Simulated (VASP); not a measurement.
# MoS2 (R3m) in VASP: notebook, part 2 of 2

VASP 6.6.1.

## Step 4: Single point, PBEsol, non-collinear spin, zero start, spin-orbit coupling

This run uses another cell than the first one, of 17.73 Å³/atom.

Contents of INCAR:

```
SYSTEM = MoS2
  GGA = PS
  LSORBIT = .TRUE.
  MAGMOM = 0 0 0 0 0 0 0 0 0
  LORBIT = 11
  ISMEAR = 0
  SIGMA = 0.03
  LWAVE = .FALSE.
  LCHARG = .FALSE.
  ISIF = 2
  PREC = Accurate
  LASPH = .TRUE.
  LREAL = .FALSE.
  ALGO = Normal
  EDIFF = 1E-8
  NELM = 200
  GGA_COMPAT = .FALSE.
  ENCUT = 590
  EFERMI = MIDGAP
  LMAXMIX = 4
  KPAR = 4
```

Contents of KPOINTS:

```
Automatic mesh
0
Gamma
  13 13 13
  0 0 0
```

Contents of POSCAR:

```
MoS2
1.0
    1.5800000000      0.9122134253      6.1500000000
   -1.5800000000      0.9122134253      6.1500000000
    0.0000000000     -1.8244268506      6.1500000000
Mo S
1 2
Direct
    0.0000000000      0.0000000000      0.0000000000
    0.4170000000      0.4170000000      0.4170000000
    0.2500000000      0.2500000000      0.2500000000
```

Potentials or basis: VASP PAW PBE potentials, release 64 (Mo_sv, S).

On the command line:

```bash
$ cat potpaw_PBE.64/Mo_sv/POTCAR potpaw_PBE.64/S/POTCAR > POTCAR
$ mpirun -np 4 vasp_ncl > vasp.out
```

OUTCAR:

```text
SYSTEM = MoS2
   GGA = PS
   LSORBIT = .TRUE.
   LORBIT = 11
   ISMEAR = 0
   ISIF = 2
   PREC = Accurate
   LASPH = .TRUE.
   LREAL = .FALSE.
   EDIFF = 1E-8
   NELM = 200
   ENCUT = 590
   EFERMI = MIDGAP

 ion  position               nearest neighbor table
   1  0.000  0.000  0.000-   3 2.39   3 2.39   3 2.39   2 2.39   2 2.39   2 2.39
   2  0.417  0.417  0.417-   1 2.39   1 2.39   1 2.39
   3  0.250  0.250  0.250-   1 2.39   1 2.39   1 2.39

  LATTYP: Found a trigonal (rhomboedric) cell.
 ALAT       =     6.4149071181
 COS(alpha) =     0.8786713335

  Lattice vectors:

 A1 = (   1.5800000000,   0.9122134253,   6.1500000000)
 A2 = (  -1.5800000000,   0.9122134253,   6.1500000000)
 A3 = (   0.0000000000,  -1.8244268506,   6.1500000000)

Analysis of symmetry for initial positions (statically):
=====================================================================
 Subroutine PRICEL returns:
 Original cell was already a primitive cell.

 Routine SETGRP: Setting up the symmetry group for a
 trigonal (rhombohedral) supercell.

[... 1135 lines left out ...]
    -0.0004707    -0.0003980    -0.0015336     0.0000000    -0.0004707
    -0.0020779    -0.0004707     0.0000000    -0.0004707     0.0000000
 l=   3
     0.0000000     0.0000000     0.0000000     0.0000000     0.0000000     0.0000000     0.0000000
     0.0000000     0.0000000     0.0000000     0.0000000     0.0000000     0.0000000     0.0000000
     0.0000000     0.0000000     0.0000000     0.0000000     0.0000000     0.0000000     0.0000000
     0.0000000     0.0000000     0.0000000     0.0000000     0.0000000     0.0000000     0.0000000
[... 29 lines left out ...]
 l=   2
     0.0000000     0.0000000     0.0000000     0.0000000     0.0000000
     0.0000000     0.0000000     0.0000000     0.0000000     0.0000000
     0.0000000     0.0000000     0.0000000     0.0000000     0.0000000
     0.0000000     0.0000000     0.0000000     0.0000000     0.0000000
     0.0000000     0.0000000     0.0000000     0.0000000     0.0000000
 l=   3
     0.0000000     0.0000000     0.0000000     0.0000000     0.0000000     0.0000000     0.0000000
     0.0000000     0.0000000     0.0000000     0.0000000     0.0000000     0.0000000     0.0000000
     0.0000000     0.0000000     0.0000000     0.0000000     0.0000000     0.0000000     0.0000000
     0.0000000     0.0000000     0.0000000     0.0000000     0.0000000     0.0000000     0.0000000
     0.0000000     0.0000000     0.0000000     0.0000000     0.0000000     0.0000000     0.0000000
     0.0000000     0.0000000     0.0000000     0.0000000     0.0000000     0.0000000     0.0000000
     0.0000000     0.0000000     0.0000000     0.0000000     0.0000000     0.0000000     0.0000000

 total charge

# of ion       s       p       d       tot
------------------------------------------
    1        2.300   6.232   3.998  12.530
    2        1.358   2.327   0.000   3.685
    3        1.357   2.330   0.000   3.687
--------------------------------------------------
tot          5.016  10.888   3.998  19.902

 magnetization (x)

# of ion       s       p       d       tot
------------------------------------------
    1        0.000   0.000  -0.000  -0.000
    2        0.000   0.000   0.000   0.000
    3        0.000   0.000   0.000   0.000
--------------------------------------------------
tot          0.000   0.000  -0.000   0.000

 magnetization (y)

# of ion       s       p       d       tot
------------------------------------------
    1        0.000   0.000   0.000   0.000
    2        0.000   0.000   0.000   0.000
    3        0.000   0.000   0.000   0.000
--------------------------------------------------
tot          0.000   0.000   0.000   0.000

 magnetization (z)

# of ion       s       p       d       tot
------------------------------------------
    1        0.000   0.000   0.000   0.000
    2        0.000   0.000   0.000   0.000
    3        0.000   0.000   0.000   0.000
--------------------------------------------------
tot          0.000   0.000   0.000   0.000
```

OSZICAR:

```text
N       E                     dE             d eps       ncg     rms          rms(c)
DAV:   1     0.229932111086E+03    0.22993E+03   -0.14867E+04 32764   0.160E+03
DAV:   2    -0.122007474787E+02   -0.24213E+03   -0.23458E+03 36966   0.395E+02
DAV:   3    -0.247317079964E+02   -0.12531E+02   -0.12322E+02 38496   0.802E+01
DAV:   4    -0.249919169643E+02   -0.26021E+00   -0.25885E+00 36530   0.115E+01
DAV:   5    -0.249968810171E+02   -0.49641E-02   -0.49616E-02 35788   0.163E+00    0.263E+01
DAV:   6    -0.238918844489E+02    0.11050E+01   -0.60735E+00 33084   0.225E+01    0.894E+00
DAV:   7    -0.236506751868E+02    0.24121E+00   -0.21222E+00 32666   0.127E+01    0.590E+00
DAV:   8    -0.235448955236E+02    0.10578E+00   -0.27298E-01 32648   0.485E+00    0.216E+00
DAV:   9    -0.235452820285E+02   -0.38650E-03   -0.36216E-02 35584   0.134E+00    0.719E-01
DAV:  10    -0.235435439228E+02    0.17381E-02   -0.85893E-03 31920   0.872E-01    0.287E-01
DAV:  11    -0.235436352110E+02   -0.91288E-04   -0.63054E-04 34814   0.180E-01    0.105E-01
DAV:  12    -0.235435595182E+02    0.75693E-04   -0.31491E-04 32186   0.153E-01    0.253E-02
DAV:  13    -0.235435624885E+02   -0.29703E-05   -0.27962E-05 33862   0.401E-02    0.182E-02
DAV:  14    -0.235435648767E+02   -0.23882E-05   -0.36553E-06 33414   0.148E-02    0.446E-03
DAV:  15    -0.235435651808E+02   -0.30406E-06   -0.32365E-07 31408   0.398E-03    0.162E-03
DAV:  16    -0.235435651381E+02    0.42657E-07   -0.11212E-07 29888   0.226E-03    0.142E-03
DAV:  17    -0.235435651177E+02    0.20451E-07   -0.21378E-08 30890   0.120E-03    0.119E-03
DAV:  18    -0.235435651140E+02    0.36389E-08   -0.57711E-09 16824   0.685E-04
   1 F= -.23543565E+02 E0= -.23543565E+02  d E =-.624454-106  mag=     0.0000    -0.0000    -0.0000
```

stdout:

```text
POSCAR found type information on POSCAR MoS
 POSCAR found :  2 types and       3 ions
 scaLAPACK will be used
 -----------------------------------------------------------------------------
|                                                                             |
|                                                                             |
|     You enforced a specific xc type in the INCAR file but a different       |
|     I HOPE YOU KNOW WHAT YOU ARE DOING!                                     |
|                                                                             |
 -----------------------------------------------------------------------------

 LDA part: xc-table for (Slater+PW92), standard interpolation
 POSCAR, INCAR and KPOINTS ok, starting setup
 FFT: planning ... GRIDC
 FFT: planning ... GRID_SOFT
 FFT: planning ... GRID
 WAVECAR not read
 entering main loop
```

Wall time 48 min (4 MPI ranks of Intel Xeon 6975P-C (Granite Rapids), shared host); peak memory 1.9 GiB.

What came out:

* Free energy: -23.5436 eV
* Pressure: 0.3 GPa
* Largest force: 0.262 eV/Å
* Net moment: 0.00 μB per cell
* Valence electrons inside the program's atomic spheres: Mo 12.53; S 3.69

Forces in eV/Å, atoms in the order of the input:
```
Mo   0.000  0.000  0.086
S    0.000  0.000  0.175
S    0.000  0.000 -0.262
```

Stress tensor (GPa, compression positive):
```
-0.64  0.00  0.00
 0.00 -0.64  0.00
 0.00  0.00  2.31
```

Moments on the atoms (μB; x, y, z):
```
Mo  0.00 0.00 0.00
S   0.00 0.00 0.00
S   0.00 0.00 0.00
```

Caveat: the PAW data sets were made with another functional, which shifts forces and pressure a little.

## Step 5: Summary

```csv
level,spin,cell,k mesh,cutoff (eV),smearing,dipole correction,tolerance level,purpose,pressure (GPa),moment (μB),largest force (eV/Å)
r2SCAN,off,"a = 6.751 Å, angles 27.3°, 3 atoms, atomic positions A",10 × 10 × 10,520,fermi-dirac 0.05 eV,no,-,-,0.1,-,-
PBEsol,"non-collinear, zero start, SOC","a = 6.415 Å, angles 28.5°, 3 atoms, atomic positions B",8 × 8 × 8,340,gaussian 0.03 eV,-,screening,levels,-0.1,0.00,0.27
PBEsol,"non-collinear, zero start, SOC","a = 6.415 Å, angles 28.5°, 3 atoms, atomic positions B",13 × 13 × 13,590,gaussian 0.03 eV,-,screening,levels,0.3,0.00,0.26
```

Alike in all rows: task single point; potentials or basis VASP PAW PBE potentials, release 64 (Mo_sv, S).

Caveats: the PAW data sets were made with another functional, which shifts forces and pressure a little.

Total energies depend on the potentials used, so only differences within one code and one set of settings carry meaning.
